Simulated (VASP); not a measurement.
**C: phonons with PBE+D3(BJ)**

The system is C.

```
C
1.0
     0.00000    2.13413    3.39640
     1.23277    0.00000    3.39640
     1.23277    2.13413    0.00000
C
2
Direct
  0.16669 0.83331 0.16669
  0.83331 0.16669 0.83331
```

```yaml
Program: VASP 6.6.1
Task: phonons
Functional: PBE
Dispersion: D3(BJ)
Potentials_or_basis: VASP PAW PBE potentials, release 64 (C)
Cutoff: 520 eV
k_mesh: 18 × 18 × 18
Occupations: gaussian, width 0.02 eV
Spin: no spin polarisation
Dipole_correction: no
Further_INCAR_settings: ALGO = Normal; EDIFF = 1e-08; NBANDS = 11; IBRION = 6; POTIM = 0.015; NSW = 1
```

```
Highest phonon frequency at Γ : 1558 cm⁻¹
Dispersion energy per atom    : -0.154 eV
```

Phonon frequencies in cm⁻¹ (negative: imaginary):
```csv
q point,frequencies
"(0.000, 0.000, 0.000)",0 0 0 865 1546 1558
```

Run time: 13 min on 1 thread of Intel(R) Xeon(R) 6975P-C (Granite Rapids) (shared host), peak memory 0.6 GiB.
